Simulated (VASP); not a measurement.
A run of VASP 6.6.1:

INCAR

```
SYSTEM = Cu
  PREC = Accurate
  ENCUT = 520
  EDIFF = 1E-6
  ISMEAR = 0
  SIGMA = 0.1
  LREAL = .False.
  LASPH = .True.
  NELM = 60
  ALGO = Normal
  ISIF = 2
  LWAVE = .False.
  LCHARG = .False.
  GGA = PS
  NBANDS = 42
```

KPOINTS

```
regular mesh
0
Gamma
  9 9 1
  0 0 0
```

File POSCAR:

```
Cu
1.0
    2.5036582226      0.0000000000      0.0000000000
   -1.2518291113      2.1682316232      0.0000000000
    0.0000000000      0.0000000000     24.5755892700
Cu
6
Direct
    0.0000000000      0.0000000000      0.3737644500
    0.6666666700      0.3333333300      0.2896144200
    0.3333333300      0.6666666700      0.4579908600
    0.0000000000      0.0000000000      0.6262355500
    0.6666666700      0.3333333300      0.5420091400
    0.3333333300      0.6666666700      0.7103855800
```

Potentials or basis: VASP PAW PBE potentials, release 64 (Cu).

Command:

```bash
$ cat potpaw_PBE.64/Cu/POTCAR > POTCAR
$ mpirun -np 1 vasp_std > vasp.out
```

Hardware: 1 thread of Intel(R) Xeon(R) 6975P-C (Granite Rapids) (shared host).

Task: How long does it take, and how much memory?

Result: It took 55 s on 1 thread of Intel(R) Xeon(R) 6975P-C (Granite Rapids), on a shared host, peak memory 0.27 GiB. Counts: scf iterations 23, k points 12.
